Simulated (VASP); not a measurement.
Set up this calculation in VASP 6.6.1, as the native input.

- Task: single point
- Functional: PBE
- Potentials or basis: VASP PAW PBE potentials, release 64 (Sn_d, O)
- Cutoff: 600 eV
- k mesh: 7 × 7 × 9
- Occupations: fermi-dirac, width 0.02 eV
- Spin: no spin polarisation
- Dipole correction: no
- Further INCAR settings: ALGO = Normal; EDIFF = 1e-06; NBANDS = 35

The structure of SnO2 lies in POSCAR:

```
SnO2
1.0
    4.7062003841      0.0000000000      0.0000000000
    0.0000000000      4.7062003841      0.0000000000
    0.0000000000      0.0000000000      3.1651134496
Sn O
2 4
Direct
    0.0000000000      0.0000000000      0.0000000000
    0.5000000000      0.5000000000      0.5000000000
    0.3051057056      0.3051057056      0.0000000000
    0.1948942944      0.8051057056      0.5000000000
    0.6948942944      0.6948942944      0.0000000000
    0.8051057056      0.1948942944      0.5000000000
```

These files were run (other wordings do the same):

INCAR

```
SYSTEM = SnO2
PREC = Accurate
ENCUT = 600
EDIFF = 1E-6
ISMEAR = -1
SIGMA = 0.02
LREAL = .False.
LASPH = .True.
NELM = 120
ALGO = Normal
ISIF = 2
LWAVE = .False.
LCHARG = .False.
GGA = PE
NBANDS = 35
GGA_COMPAT = .False.
```

KPOINTS

```
Automatic mesh
0
Gamma
  7 7 9
  0 0 0
```

Potentials or basis: VASP PAW PBE potentials, release 64 (Sn_d, O).

Launch:

```console
$ cat potpaw_PBE.64/Sn_d/POTCAR potpaw_PBE.64/O/POTCAR > POTCAR
$ mpirun -np 1 vasp_std > vasp.out
```

It gave:

* Pressure: 16.1 GPa
* Largest force: 0.034 eV/Å
* Band gap on the k mesh: 1.47 eV

Caveat: the cell stands under pressure; spin-orbit coupling is left out, which moves the levels of the heavy elements.

Run time: 4.6 min on 1 thread of AMD EPYC 7R13 (shared host), peak memory 0.24 GiB.
